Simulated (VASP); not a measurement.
A run of VASP 6.6.1:

File POSCAR:

```
MgO
1.0
    3.1238063140      0.0000000000      0.0000000000
   -1.5619031570      2.7052956244      0.0000000000
    0.0000000000      0.0000000000      4.7826480973
Mg O
2 2
Direct
    0.3333333333      0.6666666667     -0.0113064956
    0.6666666667      0.3333333333      0.4886935044
    0.3333333333      0.6666666667      0.3863064956
    0.6666666667      0.3333333333      0.8863064956
```

INCAR.step1

```
SYSTEM = MgO
PREC     = Accurate       ! precision mode
ENCUT    = 520            ! plane-wave cutoff, eV
ISMEAR   = 0              ! smearing method
SIGMA    = 0.01           ! smearing width, eV
LREAL    = .False.        ! projectors in reciprocal space
LASPH    = .True.         ! aspherical terms in the spheres
NELM     = 60             ! most SCF steps
NBANDS   = 16             ! bands
GGA      = PE             ! functional
ALGO     = Normal         ! electronic algorithm
EDIFF    = 1E-4           ! SCF threshold, eV
LWAVE    = .True.         ! write WAVECAR
LCHARG   = .False.        ! write CHGCAR
```

The input INCAR.step2:

```
SYSTEM = MgO
PREC     = Accurate       ! precision mode
ENCUT    = 520            ! plane-wave cutoff, eV
EDIFF    = 1E-7           ! SCF threshold, eV
ISMEAR   = 0              ! smearing method
SIGMA    = 0.01           ! smearing width, eV
LREAL    = .False.        ! projectors in reciprocal space
LASPH    = .True.         ! aspherical terms in the spheres
NELM     = 60             ! most SCF steps
ALGO     = Normal         ! electronic algorithm
ISIF     = 2              ! what is computed and relaxed
LWAVE    = .False.        ! write WAVECAR
LCHARG   = .True.         ! write CHGCAR
METAGGA  = R2SCAN         ! meta-GGA
LMIXTAU  = .True.       
LELF     = .True.         ! ELF
LVHAR    = .True.       
NBANDS   = 16             ! bands
ISTART   = 1
```

KPOINTS

```
regular mesh
0
Gamma
  12 12 6
  0 0 0
```

Potentials or basis: VASP PAW PBE potentials, release 64 (Mg, O).

The run is started by

```console
$ cat potpaw_PBE.64/Mg/POTCAR potpaw_PBE.64/O/POTCAR > POTCAR
$ cp INCAR.step1 INCAR
$ mpirun -np 1 vasp_std > vasp.out
$ cp INCAR.step2 INCAR
$ mpirun -np 1 vasp_std > vasp.out
```

Hardware: 1 thread of Intel(R) Xeon(R) 6975P-C (Granite Rapids) (shared host).

Q: How long does it take, and how much memory?

A: It took 59 s on 1 thread of Intel(R) Xeon(R) 6975P-C (Granite Rapids), with other jobs on the host, peak memory 0.19 GiB. Counts: k points 76.
